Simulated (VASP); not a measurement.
# Ti: single point with PBEsol

The system is Ti, a slab with vacuum.

```
CELL_PARAMETERS angstrom
5.90000 0.00000 0.00000
2.95000 5.10955 0.00000
0.00000 0.00000 15.68460
ATOMIC_POSITIONS crystal
Ti 0.00000 0.00000 0.06376
Ti 0.50000 0.00000 0.06376
Ti 0.00000 0.50000 0.06376
Ti 0.50000 0.50000 0.06376
Ti 0.84943 0.31296 0.19272
Ti 0.43625 0.28102 0.21065
Ti 0.87247 0.79483 0.20345
Ti 0.36660 0.81723 0.19707
Ti 0.96673 0.03370 0.33914
Ti 0.48947 0.01045 0.35907
Ti 0.98395 0.51382 0.33718
Ti 0.54547 0.51907 0.36620
```

```yaml
Program: VASP 6.6.1
Task: single point
Functional: PBEsol
Potentials_or_basis: VASP PAW PBE potentials, release 64 (Ti_sv)
Cutoff: 520 eV
k_mesh: 2 × 2 × 1
Occupations: fermi-dirac, width 0.1 eV
Spin: no spin polarisation
```

* Largest force: 1.925 eV/Å
* Band gap on the k mesh: zero (bands 72 and 73 overlap by 0.56 eV)

Forces on the atoms (eV/Å):
```
Ti  -0.264 -0.374 -0.198
Ti   0.297  0.043  0.173
Ti   0.447 -0.249  0.305
Ti  -0.170  0.027 -0.234
Ti   1.534  0.018  0.660
Ti  -1.740  0.815  0.115
Ti   0.079  0.331 -0.450
Ti  -0.158  0.099  1.090
Ti  -0.011 -0.069 -0.193
Ti   0.248 -0.254 -0.444
Ti   0.260 -0.268 -0.107
Ti  -0.523 -0.119 -0.717
```

Levels at points of the mesh, in eV from the Fermi level:
| k point | band 69 | band 70 | band 71 | band 72 | band 73 | band 74 | band 75 | band 76 | band 77 | band 78 |
| --- | --- | --- | --- | --- | --- | --- | --- | --- | --- | --- |
| (0.00, 0.00, 0.00) | -0.02 | 0.07 | 0.34 | 0.48 | 0.57 | 0.60 | 0.67 | 0.76 | 0.76 | 0.79 |
| (0.50, 0.00, 0.00) | -0.31 | -0.20 | -0.18 | -0.10 | -0.06 | 0.02 | 0.11 | 0.19 | 0.24 | 0.45 |
| (0.50, 0.50, 0.00) | -0.28 | -0.23 | -0.22 | -0.09 | -0.05 | -0.01 | 0.07 | 0.15 | 0.24 | 0.35 |
| (0.00, 0.50, 0.00) | -0.28 | -0.24 | -0.19 | -0.11 | -0.08 | 0.01 | 0.03 | 0.10 | 0.24 | 0.42 |

Run time: 5.6 min on 1 thread of Intel(R) Xeon(R) Platinum 8559C (Emerald Rapids) (shared host), peak memory 0.63 GiB.

Caveat: the k points lie up to 0.61 Å⁻¹ apart, too coarse for converged energies and pressures of a metal; there is no dipole correction, which matters where the two faces differ; the PAW data sets were made with another functional, which shifts forces and pressure a little.
